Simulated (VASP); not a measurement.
# Tb4WO (I4/mmm) in VASP: relaxation of cell and atoms with PBE

Aim: the relaxation of cell and atoms of Tb4WO with PBE.

All numbers are computed with VASP 6.6.1; they aren't measurements. Logs are shortened: lines on timing, memory, paths and dates and some standing lists are left out, and cuts for length are marked.

## (1) The cell of the first run

The structure is tetragonal, space group I4/mmm (No. 139). The conventional cell has a = 5.384 Å, b = 5.384 Å, c = 11.127 Å, α = 90.00°, β = 90.00°, γ = 90.00°. Tb (site symmetry -4m2) has 8 Tb at 2.84 to 3.81 Å and 4 W at 3.87 Å and 4 O at 3.87 Å within 3.9 Å. Within 2.5 Å of Tb (site symmetry 4mm) lie 1 O at 1.88 Å. Within 4.8 Å of W (site symmetry 4/mmm) lie 18 Tb at 3.69 to 4.25 Å and 4 O at 3.81 Å. O (site symmetry 4/mmm) has 2 Tb at 1.88 Å within 2.5 Å.

The cell was generated, and may not be a known phase.

## (2) Relaxation of cell and atoms, PBE

File INCAR:

```
SYSTEM = Tb4WO
PREC = Accurate
ENCUT = 600
EDIFF = 1E-7
ISMEAR = 0
SIGMA = 0.2
LREAL = .False.
LASPH = .True.
NELM = 200
ALGO = Normal
ISIF = 3
LWAVE = .False.
LCHARG = .False.
GGA = PE
IBRION = 2
NSW = 36
EDIFFG = -0.08
GGA_COMPAT = .False.
NELMIN = 4
LMAXMIX = 6
```

File KPOINTS:

```
regular mesh
0
Gamma
  4 4 4
  0 0 0
```

File POSCAR:

```
Tb4WO
1.0
   -2.6920839700      2.6920839700      5.5634547200
    2.6920839700     -2.6920839700      5.5634547200
    2.6920839700      2.6920839700     -5.5634547200
Tb W O
4 1 1
Direct
    0.7500000000      0.2500000000      0.5000000000
    0.2500000000      0.7500000000      0.5000000000
    0.3312213200      0.3312213200      0.0000000000
    0.6687786800      0.6687786800      0.0000000000
    0.0000000000      0.0000000000      0.0000000000
    0.5000000000      0.5000000000      0.0000000000
```

Potentials or basis: VASP PAW PBE potentials, release 64 (Tb_3, W_sv, O), 4f in core.

On the command line:

```bash
> cat potpaw_PBE.64/Tb_3/POTCAR potpaw_PBE.64/W_sv/POTCAR potpaw_PBE.64/O/POTCAR > POTCAR
> mpirun -np 1 vasp_std > vasp.out
```

OUTCAR:

```text
SYSTEM = Tb4WO
   PREC = Accurate
   ENCUT = 600
   EDIFF = 1E-7
   ISMEAR = 0
   LREAL = .False.
   LASPH = .True.
   NELM = 200
   ISIF = 3
   GGA = PE
   IBRION = 2
   NSW = 36
   EDIFFG = -0.08
   NELMIN = 4

 ion  position               nearest neighbor table
   1  0.750  0.250  0.500-   3 2.84   4 2.84   3 2.84   4 2.84   2 3.81   2 3.81   2 3.81   2 3.81

   2  0.250  0.750  0.500-   3 2.84   4 2.84   3 2.84   4 2.84   1 3.81   1 3.81   1 3.81   1 3.81

   3  0.331  0.331  0.000-   6 1.88   2 2.84   1 2.84   2 2.84   1 2.84   4 3.76
   4  0.669  0.669  0.000-   6 1.88   1 2.84   2 2.84   1 2.84   2 2.84   3 3.76
   5  0.000  0.000  0.000-
   6  0.500  0.500  0.000-   3 1.88   4 1.88

  LATTYP: Found a body centered tetragonal cell.
 ALAT       =     5.3841679400
 C/A-ratio  =     2.0665977666

  Lattice vectors:

 A1 = (  -2.6920839700,   2.6920839700,   5.5634547200)
 A2 = (   2.6920839700,  -2.6920839700,   5.5634547200)
 A3 = (   2.6920839700,   2.6920839700,  -5.5634547200)

Analysis of symmetry for initial positions (statically):
=====================================================================
 Subroutine PRICEL returns:
 Original cell was already a primitive cell.

 Routine SETGRP: Setting up the symmetry group for a
 body centered tetragonal supercell.

 Subroutine GETGRP returns: Found 16 space group operations
 (whereof 16 operations were pure point group operations)
 out of a pool of 16 trial point group operations.

The static configuration has the point symmetry D_4h.

Analysis of symmetry for dynamics (positions and initial velocities):
=====================================================================
 Subroutine PRICEL returns:
 Original cell was already a primitive cell.

 Routine SETGRP: Setting up the symmetry group for a
 body centered tetragonal supercell.

 Subroutine GETGRP returns: Found 16 space group operations
 (whereof 16 operations were pure point group operations)
 out of a pool of 16 trial point group operations.

The dynamic configuration has the point symmetry D_4h.

 Subroutine INISYM returns: Found 16 space group operations
 (whereof 16 operations are pure point group operations),
 and found     1 'primitive' translations

----------------------------------------------------------------------------------------

                                     Primitive cell

  volume of cell :     161.2805

  direct lattice vectors                    reciprocal lattice vectors
    -2.692083970  2.692083970  5.563454720     0.000000000  0.185729719  0.089872215
     2.692083970 -2.692083970  5.563454720     0.185729719  0.000000000  0.089872215
     2.692083970  2.692083970 -5.563454720     0.185729719  0.185729719  0.000000000

  length of vectors
     6.741413845  6.741413845  6.741413845     0.206331151  0.206331151  0.262661488

  position of ions in fractional coordinates (direct lattice)
     0.750000000  0.250000000  0.500000000
     0.250000000  0.750000000  0.500000000
     0.331221320  0.331221320  0.000000000
     0.668778680  0.668778680  0.000000000
     0.000000000  0.000000000  0.000000000
     0.500000000  0.500000000  0.000000000

  ion indices of the primitive-cell ions
   primitive index   ion index
                 1           1
                 2           2
                 3           3
                 4           4
                 5           5
                 6           6

----------------------------------------------------------------------------------------

 KPOINTS: regular mesh

Automatic generation of k-mesh.
 Grid dimensions read from file:
 generate k-points for:    4    4    4

 Generating k-lattice:

  Cartesian coordinates                     Fractional coordinates (reciprocal lattice)
     0.000000000  0.046432430  0.022468054     0.250000000  0.000000000  0.000000000
     0.046432430  0.000000000  0.022468054     0.000000000  0.250000000  0.000000000
     0.046432430  0.046432430  0.000000000     0.000000000  0.000000000  0.250000000

  Length of vectors
     0.051582788  0.051582788  0.065665372

  Shift w.r.t. Gamma in fractional coordinates (k-lattice)
     0.000000000  0.000000000  0.000000000

 Subroutine IBZKPT returns following result:
 ===========================================

 Found     13 irreducible k-points:

 Following reciprocal coordinates:
            Coordinates               Weight
  0.000000  0.000000  0.000000      1.000000
  0.250000 -0.000000  0.000000      8.000000
  0.500000 -0.000000  0.000000      4.000000
  0.250000  0.250000  0.000000      8.000000
  0.500000  0.250000  0.000000     16.000000
 -0.250000  0.250000  0.000000      4.000000
  0.500000  0.500000  0.000000      2.000000
  0.250000  0.250000  0.250000      2.000000
 -0.250000  0.250000  0.250000      4.000000
  0.500000  0.500000  0.250000      4.000000
 -0.250000  0.500000  0.250000      8.000000
 -0.250000 -0.250000  0.250000      2.000000
  0.500000  0.500000  0.500000      1.000000
   k-points           NKPTS =     13   k-points in BZ     NKDIM =     13   number of bands    NBANDS=     33
   number of dos      NEDOS =    301   number of ions     NIONS =      6
   total plane-waves  NPLWV = 157464
   dimension x,y,z NGX =    54 NGY =   54 NGZ =   54
   dimension x,y,z NGXF=   108 NGYF=  108 NGZF=  108
   ions per type =               4   1   1
   NGX,Y,Z   is equivalent  to a cutoff of  13.32, 13.32, 13.32 a.u.
   NGXF,Y,Z  is equivalent  to a cutoff of  26.63, 26.63, 26.63 a.u.
 SYSTEM =  Tb4WO
   PREC   = accura    normal or accurate (medium, high low for compatibility)
   ISTART =      0    job   : 0-new  1-cont  2-samecut
   ICHARG =      2    charge: 1-file 2-atom 10-const
   ISPIN  =      1    spin polarized calculation?
   LNONCOLLINEAR =      F non collinear calculations
   LSORBIT =      F    spin-orbit coupling
   LASPH  =      T    aspherical Exc in radial PAW
   ENCUT  =  600.0 eV  44.10 Ry    6.64 a.u.  13.46 13.46 13.46*2*pi/ulx,y,z
   NELM   =    200;   NELMIN=  4; NELMDL= -5     # of ELM steps
   EDIFF  = 0.1E-06   stopping-criterion for ELM
   LREAL  =      F    real-space projection
   EDIFFG = -.8E-01   stopping-criterion for IOM
   NSW    =     36    number of steps for IOM
   IBRION =      2    ionic relax: 0-MD 1-quasi-New 2-CG
   NFREE  =      1    steps in history (QN), initial steepest desc. (CG)
   ISIF   =      3    stress and relaxation
   ISYM   =      2    0-nonsym 1-usesym 2-fastsym
   POTIM  = 0.5000    time-step for ionic-motion
   TEBEG  =    0.0;   TEEND  =   0.0 temperature during run
   PSTRESS=    0.0 pullay stress
   NELECT =      56.0000    total number of electrons
   NUPDOWN=      -1.0000    fix difference up-down
   EMIN   =  10.00;   EMAX   =-10.00  energy-range for DOS
   EFERMI =   0.00;   METHOD = LEGACY
   ISMEAR =     0;   SIGMA  =   0.20  broadening in eV -4-tet -1-fermi 0-gaus
   EFERMI_NEDOS =   21; number of points for ismear=-14 and -15
   IALGO  =     38    algorithm
   IMIX   =      4    mixing-type and parameters
     AMIX     =   0.40;   BMIX     =  1.00
     AMIX_MAG =   1.60;   BMIX_MAG =  1.00
  volume/ion in A,a.u.               =      26.88       181.40
  Fermi-wavevector in a.u.,A,eV,Ry     =   1.150651  2.174415 18.014080  1.323998
  Thomas-Fermi vector in A             =   2.287313
   LORBIT       =      0    0 simple, 1 ext, 2 COOP (PROOUT), +10 PAW based schemes
   GGA     = PE    functional components
   LHFCALC =     F    Hartree Fock is set to
   AEXX    =    0.0000 exact exchange contribution
   IVDW    =     0    specifies the selected vdW correction
   LEPSILON=     F    determine dielectric tensor
   LRPA    =     F    only Hartree local field effects (RPA)
 conjugate gradient relaxation of ions
 non-spin polarized calculation
 Gauss-broadening in eV      SIGMA  =   0.20
  energy-cutoff  :      600.00
  volume of cell :      161.28
 maximum number of plane-waves:      5408
 NGX is ok and might be reduce to    54
   NGX = 27   NGY = 27   NGZ = 27

--------------------------------------- Ionic step        1  -------------------------------------------

 number of electron      56.0000002 magnetization

 Free energy of the ion-electron system (eV)
  ---------------------------------------------------
  ext. energy  EPLUGINS =         0.00000000
  ---------------------------------------------------
  free energy    TOTEN  =       -28.42306181 eV

  energy without entropy =      -28.24343226  energy(sigma->0) =      -28.33324703

 E-fermi :   3.2451     XC(G=0):  -9.8622

 val. band max:        3.2259686740   @ k =   0.0000   0.0000   0.0000
 cond. band min:       3.2559001814   @ k =   0.5000   0.5000   0.2500
 fundamental gap:      0.0299315075
 Fermi energy:         3.2450544352

 k-point     1 :       0.0000    0.0000    0.0000
  band No.  band energies     occupation
      1     -71.1641      2.00000
      2     -35.2968      2.00000
      3     -35.2968      2.00000
      4     -35.1544      2.00000
      5     -20.6386      2.00000
      6     -20.6386      2.00000
[... 570 lines left out ...]
  FREE ENERGIE OF THE ION-ELECTRON SYSTEM (eV)
  ---------------------------------------------------
  free  energy   TOTEN  =       -29.2712887213 eV

  energy  without entropy=      -29.0115320667  energy(sigma->0) =      -29.14141039

[... ionic steps 4 to 12 ...]

--------------------------------------- Ionic step       13  -------------------------------------------

 number of electron      55.9999999 magnetization

------------------------ aborting loop because EDIFF is reached ----------------------------------------

  FORCE on cell =-STRESS in cart. coord.  units (eV):
  Direction    XX          YY          ZZ          XY          YZ          ZX
  --------------------------------------------------------------------------------------
  -------------------------------------------------------------------------------------
  Total       -0.4622733     -0.4622733     -0.0140972      0.0000000      0.0000000      0.0000000
  in kB       -3.7941835     -3.7941835     -0.1157048      0.0000000      0.0000000      0.0000000
  external PRESSURE =      -2.5680239 kB  Pullay stress =       0.0000000 kB
[... 65 lines left out ...]
  energy  without entropy=      -31.2554768289  energy(sigma->0) =      -31.38140765

--------------------------------------- Ionic step       15  -------------------------------------------

 number of electron      55.9999999 magnetization

 Free energy of the ion-electron system (eV)
  ---------------------------------------------------
  ext. energy  EPLUGINS =         0.00000000
  ---------------------------------------------------
  free energy    TOTEN  =       -31.50885031 eV

  energy without entropy =      -31.25678149  energy(sigma->0) =      -31.38281590

 E-fermi :   2.2790     XC(G=0):  -9.0593

 val. band max:        2.2766294321   @ k =   0.5000   0.2500   0.0000
 cond. band min:       2.2887682865   @ k =  -0.2500  -0.2500   0.2500
 fundamental gap:      0.0121388544
 Fermi energy:         2.2789752203

 k-point     1 :       0.0000    0.0000    0.0000
  band No.  band energies     occupation
      1     -71.6193      2.00000
      2     -35.8332      2.00000
      3     -35.8332      2.00000
      4     -35.6706      2.00000
      5     -21.2021      2.00000
      6     -21.2021      2.00000
[... 490 lines left out ...]
  FREE ENERGIE OF THE ION-ELECTRON SYSTEM (eV)
  ---------------------------------------------------
  free  energy   TOTEN  =       -31.5088503103 eV

  energy  without entropy=      -31.2567814860  energy(sigma->0) =      -31.38281590

 reached required accuracy - stopping structural energy minimisation
```

Run time: 38 min. Hardware: 1 thread of AMD EPYC 7R43 (Zen 3), shared host; peak memory 0.5 GiB.

What came out:

```yaml
Free_energy: -31.5089 eV
Relaxed_volume: 32.36 Å³/atom
Relaxed_cell: a = 6.567 Å, b = 6.567 Å, c = 6.567 Å, α = 121.91°, β = 121.91°, γ = 86.73°
Space_group_after_relaxing_to_0.1_Å: I4/mmm (No. 139)
Energy_gained_by_relaxing: 514.3 meV/atom
Ionic_steps: 15
Pressure_after_relaxing: -0.1 GPa
Largest_force_after_relaxing: 0.044 eV/Å
Band_gap_on_the_k_mesh: zero (bands 28 and 29 overlap by 0.49 eV)
```

Forces on the atoms (eV/Å):
```
Tb   0.000  0.000  0.000
Tb   0.000  0.000  0.000
Tb   0.000  0.000 -0.044
Tb   0.000  0.000  0.044
W    0.000  0.000  0.000
O    0.000  0.000  0.000
```

Step by step:
```csv
step,energy change (eV),largest force (eV/Å),pressure (GPa),volume (Å³)
1,0.0000,2.3868,8.75,161.28
2,-0.7924,1.6049,-2.13,197.99
3,-0.8482,1.0692,-0.47,188.74
4,-1.8038,0.4891,-1.91,206.75
5,-2.0659,1.6994,-2.42,219.77
6,-2.4393,2.1429,-1.45,212.04
7,-2.7455,3.5057,2.82,192.58
8,-2.8441,2.7056,2.57,191.16
9,-2.9305,1.1398,2.26,188.10
10,-2.9870,0.9084,1.72,189.51
11,-3.0778,0.3087,0.23,193.72
12,-3.0836,0.1397,-0.21,195.07
13,-3.0836,0.1227,-0.26,195.21
14,-3.0843,0.1028,-0.22,194.94
15,-3.0858,0.0435,-0.14,194.17
```

Final structure:
```
Tb W O
1.0
    -3.18855    3.18855    4.77450
     3.18855   -3.18855    4.77450
     3.18855    3.18855   -4.77450
Tb W O
4 1 1
Direct
  0.75000 0.25000 0.50000
  0.25000 0.75000 0.50000
  0.29218 0.29218 0.00000
  0.70782 0.70782 0.00000
  0.00000 0.00000 0.00000
  0.50000 0.50000 0.00000
```

Levels at points of the mesh, in eV from the Fermi level:
```csv
k point,band 26,band 27,band 28,band 29,band 30,band 31
"(0.00, 0.00, 0.00)",-0.53,-0.43,-0.33,-0.22,0.12,0.12
"(0.50, 0.00, 0.00)",-0.37,-0.22,-0.02,-0.01,0.42,0.70
"(0.50, 0.50, 0.00)",-0.20,-0.19,-0.06,0.55,0.81,1.07
"(0.50, 0.50, 0.50)",-1.15,-0.65,-0.21,-0.12,0.30,0.45
```

Caveat: the volume moved by over 15 % at a fixed basis, so the end points are rough; spin-orbit coupling is left out, which moves the levels of the heavy elements; the 4f electrons are frozen in the core, so they carry no moment and show no levels; the run has no spin polarisation, though such a crystal can be magnetic; the relaxation stopped at a loose force limit of 0.08 eV/Å, so its end isn't a converged minimum. With open d or f shells a metallic result of PBE can be an artefact of self-interaction; +U or a hybrid may open a gap.
